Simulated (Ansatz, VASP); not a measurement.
Two plane-wave programs on NaF

Contents of POSCAR:

```
NaF
1.0
    0.0000000000      2.2970684080      2.2970684080
    2.2970684080      0.0000000000      2.2970684080
    2.2970684080      2.2970684080      0.0000000000
Na F
1 1
Direct
    0.0000000000      0.0000000000      0.0000000000
    0.5000000000      0.5000000000      0.5000000000
```

The input INCAR.step1:

```
SYSTEM = NaF
PREC = Accurate
ENCUT = 600
ISMEAR = 0
SIGMA = 0.01
LREAL = .FALSE.
LASPH = .TRUE.
NELM = 100
GGA = PE
ALGO = Normal
EDIFF = 1E-4
LWAVE = .TRUE.
LCHARG = .FALSE.
```

Contents of INCAR.step2:

```
SYSTEM = NaF
PREC = Accurate
ENCUT = 600
EDIFF = 1E-7
ISMEAR = 0
SIGMA = 0.01
LREAL = .FALSE.
LASPH = .TRUE.
NELM = 100
ALGO = Normal
ISIF = 3
LWAVE = .FALSE.
LCHARG = .FALSE.
METAGGA = R2SCAN
LMIXTAU = .TRUE.
IBRION = 2
NSW = 80
EDIFFG = -0.001
ISTART = 1
```

Contents of KPOINTS:

```
Automatic mesh
0
G
  8 8 8
  0 0 0
```

Input for Ansatz:

```yaml
crystal:
  lattice:
    - [0.0, 2.297068408, 2.297068408]
    - [2.297068408, 0.0, 2.297068408]
    - [2.297068408, 2.297068408, 0.0]
  atoms:
    - { symbol: Na, position: [0.0, 0.0, 0.0] }
    - { symbol: F, position: [0.5, 0.5, 0.5] }
basis:
  ecutwfc: 500
kpoints:
  mp_grid: { grid: [8, 8, 8] }
hamiltonian:
  xc: r2scan
scf:
  occupations: { method: fixed }
output:
  forces: true
  stress: true
  eigenvalues: true
relax:
  adjacent_minimum: "off"
  f_tol: 0.001
  max_steps: 60
  cell: { stress_tol: 0.01 }
```

Alike in both runs: task relaxation of cell and atoms; functional r2SCAN; k mesh 8 × 8 × 8; no spin polarisation.

|  | VASP | Ansatz |
| --- | --- | --- |
| version | VASP 6.6.1 | Ansatz 0.2.0 |
| potentials or method | VASP PAW PBE potentials, release 64 (Na_pv, F), cutoff 600 eV | scalar-relativistic, plane waves, PAW |
| occupations | gaussian, width 0.01 eV | fixed |
| valence electrons in the cell | 14 | 16 |

```csv
,VASP,Ansatz,Ansatz less VASP
"gap on the k mesh at the Fermi level, each at its own relaxed structure (eV)",7.40,7.28,-0.121
relaxed volume (Å³/atom),11.95,12.12,+0.167
relaxed cell length with the largest relative difference (Å),3.234,3.249,+0.0150
```

VASP's potentials were made for PBE, not for r2SCAN. VASP's potentials hold 14 valence electrons a cell and Ansatz's 16, so a difference there can come from the potentials and not from the codes.
